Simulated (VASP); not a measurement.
Set up this calculation in VASP 6.6.1, as the native input.

```
Task                   : single point
Functional             : LDA
Potentials or basis    : VASP PAW LDA potentials, release 64 (Sb)
Cutoff                 : 520 eV
k mesh                 : 8 × 8 × 8
Occupations            : gaussian, width 0.05 eV
Spin                   : no spin polarisation
Dipole correction      : no
Further INCAR settings : ALGO = Normal; EDIFF = 1e-06; NBANDS = 12
```

The structure of Sb lies in POSCAR:

```
Sb
1.0
    2.1542000000      1.2437279499      3.7580000000
   -2.1542000000      1.2437279499      3.7580000000
    0.0000000000     -2.4874558998      3.7580000000
Sb
2
Direct
    0.7665100000      0.7665100000      0.7665100000
    0.2334900000      0.2334900000      0.2334900000
```

One way to write it, as run:

INCAR

```
SYSTEM = Sb
PREC = Accurate
ENCUT = 520
EDIFF = 1E-6
ISMEAR = 0
SIGMA = 0.05
LREAL = .False.
LASPH = .True.
NELM = 60
ALGO = Normal
ISIF = 2
LWAVE = .False.
LCHARG = .False.
NBANDS = 12
```

KPOINTS

```
regular mesh
0
Gamma
  8 8 8
  0 0 0
```

Potentials or basis: VASP PAW LDA potentials, release 64 (Sb).

Run with:

```console
$ cat potpaw_LDA.64/Sb/POTCAR > POTCAR
$ mpirun -np 1 vasp_std > vasp.out
```

Results of the run:

```json
{
 "Pressure": "-0.9 GPa",
 "Largest force": "0.064 eV/Å",
 "Band gap on the k mesh": "zero (band 5 reaches 7.20 eV, above the bottom of band 6 at 6.89 eV)"
}
```

Caveat: spin-orbit coupling is left out, which moves the levels of the heavy elements.

Run time: 12 s on 1 thread of Intel(R) Xeon(R) 6975P-C (Granite Rapids) (shared host), peak memory 0.18 GiB.
